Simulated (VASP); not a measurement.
A run of VASP 6.6.1 is set up as follows.

Contents of POSCAR:

```
BaTiO3
1.0
    2.8400536833      1.6397057586      2.3314328269
   -2.8400536833      1.6397057586      2.3314328269
    0.0000000000     -3.2794115171      2.3314328269
Ba Ti O
1 1 3
Direct
   -0.0829990528     -0.0829990528     -0.0829990528
    0.5162478494      0.5162478494      0.5162478494
    0.4897536543      0.4897536543      0.9801597377
    0.4897536543      0.9801597377      0.4897536543
    0.9801597377      0.4897536543      0.4897536543
```

The input INCAR.step1:

```
ALGO = Normal
EDIFF = 1E-4
ENCUT = 520
GGA = PE
ISMEAR = 0
LASPH = True
LCHARG = False
LREAL = False
LWAVE = True
NBANDS = 28
NELM = 80
PREC = Accurate
SIGMA = 0.05
```

INCAR.step2

```
ALGO = Normal
EDIFF = 1E-6
ENCUT = 520
ISIF = 2
ISMEAR = 0
ISTART = 1
LASPH = True
LCHARG = False
LMIXTAU = True
LREAL = False
LWAVE = False
METAGGA = R2SCAN
NBANDS = 28
NELM = 80
PREC = Accurate
SIGMA = 0.05
```

KPOINTS

```
k-points
0
Gamma
  6 6 6
```

Potentials or basis: VASP PAW PBE potentials, release 64 (Ba_sv, Ti_sv, O).

The run is started by

```console
$ cat potpaw_PBE.64/Ba_sv/POTCAR potpaw_PBE.64/Ti_sv/POTCAR potpaw_PBE.64/O/POTCAR > POTCAR
$ cp INCAR.step1 INCAR
$ mpirun -np 1 vasp_std > vasp.out
$ cp INCAR.step2 INCAR
$ mpirun -np 1 vasp_std > vasp.out
```

Question: Estimate the pressure.

Answer: 12.5 GPa.

Question: Predict the largest force.

Answer: 6.403 eV/Å.

Question: Predict the band gap on the k mesh.

Answer: 2.58 eV, indirect (least direct gap 2.84 eV).

Forces in eV/Å, atoms in the order of the input:
```
Ba   0.000  0.000  6.403
Ti   0.000  0.000 -3.326
O    0.000 -0.391 -1.026
O   -0.339  0.195 -1.026
O    0.339  0.195 -1.026
```

Caveat: the cell differs from its parent crystal (atom 1 (Ba) moved +0.600 Å towards its neighbour atom 2 (Ti) at 3.403 Å); the PAW data sets were made with another functional, which shifts forces and pressure a little; spin-orbit coupling is left out, which moves the levels of the heavy elements. A k mesh can miss the band edges.
